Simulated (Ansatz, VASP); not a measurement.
## CdI2: VASP beside Ansatz

INCAR

```
PREC = Accurate
ENCUT = 400
EDIFF = 1E-8
ISMEAR = -1
SIGMA = 0.03
LREAL = F
LASPH = T
NELM = 120
ALGO = Normal
ISIF = 2
LWAVE = F
LCHARG = F
GGA = PS
LEFG = T
NBANDS = 20
GGA_COMPAT = F
```

The input KPOINTS:

```
regular mesh
0
Gamma
  8 8 5
```

Contents of POSCAR:

```
CdI2
1.0
    4.2580989834      0.0000000000      0.0000000000
   -2.1290494917      3.6876218914      0.0000000000
    0.0000000000      0.0000000000      6.8817875428
Cd I
1 2
Direct
    0.0000000000      0.0000000000      0.0000000000
    0.3333333333      0.6666666667      0.2492000000
    0.6666666667      0.3333333333      0.7508000000
```

Input for Ansatz:

```yaml
crystal:
  lattice:
    - [4.2580989834, 0.0, 0.0]
    - [-2.1290494917, 3.6876218914, 0.0]
    - [0.0, 0.0, 6.8817875428]
  atoms:
    - { symbol: Cd, position: [0.0, 0.0, 0.0] }
    - { symbol: I, position: [0.3333333333, 0.6666666667, 0.2492] }
    - { symbol: I, position: [0.6666666667, 0.3333333333, 0.7508] }
kpoints:
  mp_grid: { grid: [8, 8, 5] }
scf:
  occupations: { method: fermi_dirac, width: 0.03 }
hamiltonian:
  xc: pbesol
  pseudopotentials: { kind: all_electron, datasets: crystal }
output:
  forces: true
  stress: true
  eigenvalues: true
  efg: { contact_densities: true }
```

Change from the starting cell: volume scaled by 1.01, crystal datasets.

Alike in both runs: task electric field gradients; functional PBEsol; k mesh 8 × 8 × 5; occupations fermi-dirac, width 0.03 eV; no spin polarisation.

|  | VASP | Ansatz |
| --- | --- | --- |
| version | VASP 6.6.1 | Ansatz 0.2.0 |
| potentials or method | VASP PAW PBE potentials, release 64 (Cd, I), cutoff 400 eV | all-electron PAW with datasets made for the crystal, scalar-relativistic |

|  | VASP | Ansatz | Ansatz less VASP |
| --- | --- | --- | --- |
| gap on the k mesh at the Fermi level (eV) | 2.28 | 2.29 | +0.010 |
| pressure (GPa) | -0.8 | -0.7 | +0.07 |
| traceless stress, the component that is largest in VASP (GPa) | 0.12 | 0.13 | +0.010 |
| rms of the force components (eV/Å) | 0.058 | 0.069 | +0.0112 |
| size of Vzz on the site where it differs most (V/Å²) | 55.9 | 57.3 | +1.48 |

VASP's potentials were made for PBE, not for PBEsol. Atom by atom the forces differ by 0.011 eV/Å (rms over components). Ansatz ran all-electron here, and VASP with PAW potentials.

Neither program's run includes spin-orbit coupling.
